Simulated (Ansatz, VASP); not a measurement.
**One calculation of Ag, two programs**

```
Ag
1.0
     2.91113    0.00000    0.00000
    -1.45557    2.52111    0.00000
     0.00000    0.00000    9.46371
Ag
4
Direct
  0.00000 0.00000 0.00000
  0.00000 0.00000 0.50000
  0.33333 0.66667 0.25000
  0.66667 0.33333 0.75000
```

Alike in both runs: task single point; functional PBE; dispersion D3(BJ); k mesh 9 × 9 × 2; occupations gaussian, width 0.1 eV; no spin polarisation.

|  | VASP | Ansatz |
| --- | --- | --- |
| version | VASP 6.6.1 | Ansatz 0.2.0 |
| potentials or method | VASP PAW PBE potentials, release 64 (Ag), cutoff 500 eV | scalar-relativistic, plane waves, PAW |
| valence electrons in the cell | 44 | 76 |

Ansatz gave:

```
gap on the k mesh at the Fermi level (eV)                     : none
pressure (GPa)                                                : -2.7
traceless stress, the component that is largest in VASP (GPa) : 1.74
```

Task: What did VASP give for the same quantities?

Result: gap on the k mesh at the Fermi level (eV): none; pressure (GPa): -2.8; traceless stress, the component that is largest in VASP (GPa): 1.73.

A gap of «none» marks a metal or a gap that the smearing closes. VASP's potentials hold 44 valence electrons a cell and Ansatz's 76, so a difference there can come from the potentials and not from the codes.
